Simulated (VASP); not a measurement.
# In2O3 (P-3m1) in VASP: notebook, part 2 of 2

VASP 6.6.1. The steps go on from the part before.

## Step 5: Single point, r2SCAN (11.98 Å³/atom)

This run uses another cell than the first one, of 11.98 Å³/atom.

POSCAR

```
In2O3
1.0
    3.3852630266      0.0000000000      0.0000000000
   -1.6926315133      2.9317237795      0.0000000000
    0.0000000000      0.0000000000      6.0348245829
In O
2 3
Direct
    0.3333333333      0.6666666667      0.2370762018
    0.6666666667      0.3333333333      0.7629237982
    0.0000000000      0.0000000000      0.0000000000
    0.3333333333      0.6666666667      0.6542365645
    0.6666666667      0.3333333333      0.3457634355
```

INCAR.step1

```
SYSTEM = In2O3
ALGO = Normal
EDIFF = 1E-4
ENCUT = 520
GGA = PE
ISMEAR = 0
LASPH = .True.
LCHARG = .False.
LREAL = .False.
LWAVE = .True.
NBANDS = 30
NELM = 80
PREC = Accurate
SIGMA = 0.01
```

INCAR.step2

```
SYSTEM = In2O3
ALGO = Normal
EDIFF = 1E-6
ENCUT = 520
ISIF = 2
ISMEAR = 0
ISTART = 1
LASPH = .True.
LCHARG = .True.
LELF = .True.
LMIXTAU = .True.
LREAL = .False.
LVHAR = .True.
LWAVE = .False.
METAGGA = R2SCAN
NBANDS = 30
NELM = 80
PREC = Accurate
SIGMA = 0.01
```

KPOINTS

```
k-points
0
Gamma
  9 9 4
  0 0 0
```

Run with:

```
> cat potpaw_PBE.64/In_d/POTCAR potpaw_PBE.64/O/POTCAR > POTCAR
> cp INCAR.step1 INCAR
> mpirun -np 1 vasp_std > vasp.out
> cp INCAR.step2 INCAR
> mpirun -np 1 vasp_std > vasp.out
```

Run time: 4.2 min. Hardware: 1 thread of Intel Xeon Platinum 8488C (Sapphire Rapids), shared host; peak memory 0.23 GiB.

The run converged. Its results:

```
Free energy            : -71.4367 eV
Pressure               : 7.1 GPa
Largest force          : 0.199 eV/Å
Band gap on the k mesh : 1.53 eV (least direct gap 1.53 eV)
```

Forces on the atoms (eV/Å):
```
In   0.000  0.000 -0.117
In   0.000  0.000  0.117
O    0.000  0.000  0.000
O    0.000  0.000 -0.199
O    0.000  0.000  0.199
```

Stress tensor (GPa, compression positive):
```
8.16 0.00 0.00
0.00 8.16 0.00
0.00 0.00 5.01
```

Levels at points of the mesh, in eV from the valence-band top:
```
           k point  band 18  band 19  band 20  band 21  band 22  band 23  band 24  band 25  band 26  band 27
(0.00, 0.00, 0.00)    -1.12    -1.12    -0.53    -0.53    -0.01     1.53     6.04     6.80    12.29    12.29
(0.00, 0.00, 0.50)    -1.44    -0.80    -0.80    -0.65    -0.65     3.60     4.67     6.52    11.42    11.42
```

Caveat: the cell stands under pressure; the PAW data sets were made with another functional, which shifts forces and pressure a little; spin-orbit coupling is left out, which moves the levels of the heavy elements.

## Step 6: Single point, r2SCAN

This run uses another cell than the first one, of 12.35 Å³/atom.

Changes to POSCAR since step 5:

```diff
@@ -2,5 +2,5 @@
 1.0
-    3.3852630266      0.0000000000      0.0000000000
-   -1.6926315133      2.9317237795      0.0000000000
-    0.0000000000      0.0000000000      6.0348245829
+    3.4198089128      0.0000000000      0.0000000000
+   -1.7099044564      2.9616413946      0.0000000000
+    0.0000000000      0.0000000000      6.0964086790
 In O
```

INCAR.step1

```
PREC = Accurate
ENCUT = 520
ISMEAR = 0
SIGMA = 0.01
LREAL = False
LASPH = True
NELM = 80
NBANDS = 30
GGA = PE
ALGO = Normal
EDIFF = 1E-4
LWAVE = True
LCHARG = False
```

INCAR.step2

```
PREC = Accurate
ENCUT = 520
EDIFF = 1E-6
ISMEAR = 0
SIGMA = 0.01
LREAL = False
LASPH = True
NELM = 80
ALGO = Normal
ISIF = 2
LWAVE = False
LCHARG = False
METAGGA = R2SCAN
LMIXTAU = True
NBANDS = 30
ISTART = 1
```

KPOINTS

```
regular mesh
0
Gamma
  9 9 4
```

Potentials or basis: VASP PAW PBE potentials, release 64 (In_d, O).

Run with:

```
> cat potpaw_PBE.64/In_d/POTCAR potpaw_PBE.64/O/POTCAR > POTCAR
> cp INCAR.step1 INCAR
> mpirun -np 1 vasp_std > vasp.out
> cp INCAR.step2 INCAR
> mpirun -np 1 vasp_std > vasp.out
```

OUTCAR:

```text
PREC = Accurate
   ENCUT = 520
   EDIFF = 1E-6
   ISMEAR = 0
   LREAL = False
   LASPH = True
   NELM = 80
   ISIF = 2
   METAGGA = R2SCAN
   ISTART = 1

 ion  position               nearest neighbor table
   1  0.333  0.667  0.237-   5 2.08   5 2.08   5 2.08   3 2.45   3 2.45   3 2.45   4 2.54   2 3.50
                             2 3.50   2 3.50   2 3.77   2 3.77   2 3.77
   2  0.667  0.333  0.763-   4 2.08   4 2.08   4 2.08   3 2.45   3 2.45   3 2.45   5 2.54   1 3.50
                             1 3.50   1 3.50   1 3.77   1 3.77   1 3.77
   3  0.000  0.000  0.000-   1 2.45   2 2.45   2 2.45   1 2.45   2 2.45   1 2.45
   4  0.333  0.667  0.654-   2 2.08   2 2.08   2 2.08   1 2.54
   5  0.667  0.333  0.346-   1 2.08   1 2.08   1 2.08   2 2.54

  LATTYP: Found a hexagonal cell.
 ALAT       =     3.4198089128
 C/A-ratio  =     1.7826752414

  Lattice vectors:

 A1 = (   3.4198089128,   0.0000000000,   0.0000000000)
 A2 = (  -1.7099044564,   2.9616413946,   0.0000000000)
 A3 = (   0.0000000000,   0.0000000000,   6.0964086790)

Analysis of symmetry for initial positions (statically):
[... 182 lines left out ...]
 val. band max:        5.8479506677   @ k =   0.0000   0.0000   0.0000
 cond. band min:       7.1648912385   @ k =   0.0000   0.0000   0.0000
 fundamental gap:      1.3169405708
 Fermi energy:         5.9736650453

 k-point     1 :       0.0000    0.0000    0.0000
  band No.  band energies     occupation
      1     -13.0076      2.00000
      2     -12.0486      2.00000
      3     -11.3005      2.00000
      4      -7.1756      2.00000
      5      -7.1756      2.00000
      6      -7.1393      2.00000
[... 781 lines left out ...]
     29      18.8002      0.00000
     30      19.4625      0.00000

 [... further k-points ...]

------------------------ aborting loop because EDIFF is reached ----------------------------------------

  FORCE on cell =-STRESS in cart. coord.  units (eV):
  Direction    XX          YY          ZZ          XY          YZ          ZX
  --------------------------------------------------------------------------------------
  -------------------------------------------------------------------------------------
  Total        0.4797025      0.4797025      0.2490906      0.0000000      0.0000000      0.0000000
  in kB       12.4472707     12.4472707      6.4633779      0.0000000      0.0000000      0.0000000
  external PRESSURE =      10.4526398 kB  Pullay stress =       0.0000000 kB

 VOLUME and BASIS-vectors are now :
 -----------------------------------------------------------------------------
  energy-cutoff  :      520.00
  volume of cell :       61.75
      direct lattice vectors                 reciprocal lattice vectors
     3.419808913  0.000000000  0.000000000     0.292413999  0.168825301  0.000000000
    -1.709904456  2.961641395  0.000000000     0.000000000  0.337650602  0.000000000
     0.000000000  0.000000000  6.096408679     0.000000000  0.000000000  0.164030998

 POSITION                                       TOTAL-FORCE (eV/Angst)
 -----------------------------------------------------------------------------------
     -0.00000      1.97443      1.44531         0.000000     -0.000000     -0.001792
      1.70990      0.98721      4.65110        -0.000000      0.000000      0.001792
      0.00000      0.00000      0.00000        -0.000000      0.000000      0.000000
     -0.00000      1.97443      3.98849        -0.000000      0.000000     -0.022882
      1.70990      0.98721      2.10792        -0.000000     -0.000000      0.022882
 -----------------------------------------------------------------------------------
    total drift:                                0.000000     -0.000000     -0.000000

  FREE ENERGIE OF THE ION-ELECTRON SYSTEM (eV)
  ---------------------------------------------------
  free  energy   TOTEN  =       -71.4859115695 eV

  energy  without entropy=      -71.4859115695  energy(sigma->0) =      -71.48591157
```

OSZICAR.step1:

```text
N       E                     dE             d eps       ncg     rms          rms(c)
DAV:   1     0.498909182274E+03    0.49891E+03   -0.21583E+04  2626   0.212E+03
DAV:   2     0.404953321037E+02   -0.45841E+03   -0.43283E+03  2710   0.519E+02
DAV:   3    -0.289162903278E+02   -0.69412E+02   -0.67292E+02  3118   0.192E+02
DAV:   4    -0.320848080192E+02   -0.31685E+01   -0.31549E+01  3082   0.425E+01
DAV:   5    -0.321836616526E+02   -0.98854E-01   -0.98826E-01  3406   0.743E+00    0.159E+01
DAV:   6    -0.270110220303E+02    0.51726E+01   -0.16276E+01  3942   0.580E+01    0.114E+01
DAV:   7    -0.270316573870E+02   -0.20635E-01   -0.15492E+00  2754   0.972E+00    0.309E+00
DAV:   8    -0.269964883743E+02    0.35169E-01   -0.11225E-01  4016   0.288E+00    0.150E+00
DAV:   9    -0.269850877921E+02    0.11401E-01   -0.27262E-02  4006   0.229E+00    0.346E-01
DAV:  10    -0.269847860028E+02    0.30179E-03   -0.78614E-03  3396   0.771E-01    0.121E-01
DAV:  11    -0.269852507971E+02   -0.46479E-03   -0.21726E-03  3584   0.450E-01    0.805E-02
DAV:  12    -0.269852654523E+02   -0.14655E-04   -0.32428E-04  2650   0.166E-01
   1 F= -.26985265E+02 E0= -.26985265E+02  d E =-.281495E-24
```

It took 4.8 min on 1 thread of Intel Xeon Platinum 8488C (Sapphire Rapids), shared host; peak memory 0.23 GiB.

What came out:

```
Free energy            : -71.4859 eV
Pressure               : 1.0 GPa
Largest force          : 0.023 eV/Å
Band gap on the k mesh : 1.32 eV
```

Forces on the atoms (eV/Å):
```
In   0.000  0.000 -0.002
In   0.000  0.000  0.002
O    0.000  0.000  0.000
O    0.000  0.000 -0.023
O    0.000  0.000  0.023
```

Caveat: the PAW data sets were made with another functional, which shifts forces and pressure a little; spin-orbit coupling is left out, which moves the levels of the heavy elements.

## Step 7: The runs side by side

```tsv
level	cell	gap on the mesh (eV)	pressure (GPa)	largest force (eV/Å)
PBE	a = 3.468, b = 3.468, c = 6.427 Å, angles 90.0, 90.0, 120.0°, 5 atoms, atomic positions A	0.40	-3.8	0.14
PBE	a = 3.502, b = 3.502, c = 6.489 Å, angles 90.0, 90.0, 120.0°, 5 atoms, atomic positions A	0.25	-7.3	0.29
r2SCAN	a = 3.350, b = 3.350, c = 5.972 Å, angles 90.0, 90.0, 120.0°, 5 atoms, atomic positions B	1.73	14.3	0.40
r2SCAN	a = 3.385, b = 3.385, c = 6.035 Å, angles 90.0, 90.0, 120.0°, 5 atoms, atomic positions B	1.53	7.1	0.20
r2SCAN	a = 3.420, b = 3.420, c = 6.096 Å, angles 90.0, 90.0, 120.0°, 5 atoms, atomic positions B	1.32	1.0	0.02
```

Alike in all rows: task single point; potentials or basis VASP PAW PBE potentials, release 64 (In_d, O); no spin polarisation; k mesh 9 × 9 × 4; cutoff (eV) 520; smearing gaussian 0.01 eV.

Caveats: spin-orbit coupling is left out, which moves the levels of the heavy elements; the PAW data sets were made with another functional, which shifts forces and pressure a little (at least some runs); the cell stands under tension (at least some runs); semilocal functionals underestimate gaps, and a narrow one can read as zero (at least some runs); the stress differs along the axes, from 10 to 16 GPa (at least some runs); the cell stands under pressure (at least some runs).

Absolute energies hang on the potentials; compare differences alone.
